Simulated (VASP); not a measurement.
Set up this calculation in VASP 6.6.1, as the native input.

- Task: single point
- Functional: PBE
- Potentials or basis: VASP PAW PBE potentials, release 64 (Ti_sv, S)
- Cutoff: 520 eV
- k mesh: 6 × 6 × 6
- Occupations: fermi-dirac, width 0.05 eV
- Spin: no spin polarisation
- Dipole correction: no
- Further INCAR settings: ALGO = Normal; EDIFF = 1e-07; NBANDS = 32

The structure of Ti3S2 lies in POSCAR:

```
Ti3S2
1.0
    2.7178591533      1.5691567138      3.2357449442
   -2.7178591533      1.5691567138      3.2357449442
    0.0000000000     -3.1383134276      3.2357449442
Ti S
3 2
Direct
    0.0000000000      0.3357528251      0.6642471749
    0.6642471749      0.0000000000      0.3357528251
    0.3357528251      0.6642471749      0.0000000000
    0.1681450635      0.1681450635      0.1681450635
    0.8318549365      0.8318549365      0.8318549365
```

These files were run (other wordings do the same):

INCAR

```
ALGO     = Normal         # electronic algorithm
EDIFF    = 1E-7           # SCF threshold, eV
ENCUT    = 520            # plane-wave cutoff, eV
GGA      = PE             # functional
ISIF     = 2              # what is computed and relaxed
ISMEAR   = -1             # smearing method
LASPH    = True           # aspherical terms in the spheres
LCHARG   = False          # write CHGCAR
LREAL    = False          # projectors in reciprocal space
LWAVE    = False          # write WAVECAR
NBANDS   = 32             # bands
NELM     = 80             # most SCF steps
PREC     = Accurate       # precision mode
SIGMA    = 0.05           # smearing width, eV
```

KPOINTS

```
k-points
0
Gamma
  6 6 6
```

Potentials or basis: VASP PAW PBE potentials, release 64 (Ti_sv, S).

The run is started by

```console
$ cat potpaw_PBE.64/Ti_sv/POTCAR potpaw_PBE.64/S/POTCAR > POTCAR
$ mpirun -np 1 vasp_std > vasp.out
```

Results of the run:

The pressure is 0.1 GPa. The largest force is 0.005 eV/Å and the band gap on the k mesh is zero (bands 24 and 25 overlap by 0.22 eV).

Run time: 82 s on 1 thread of Intel(R) Xeon(R) Platinum 8259CL CPU @ 2.50GHz (Skylake/Cascade Lake), with other jobs on the host, peak memory 0.24 GiB.
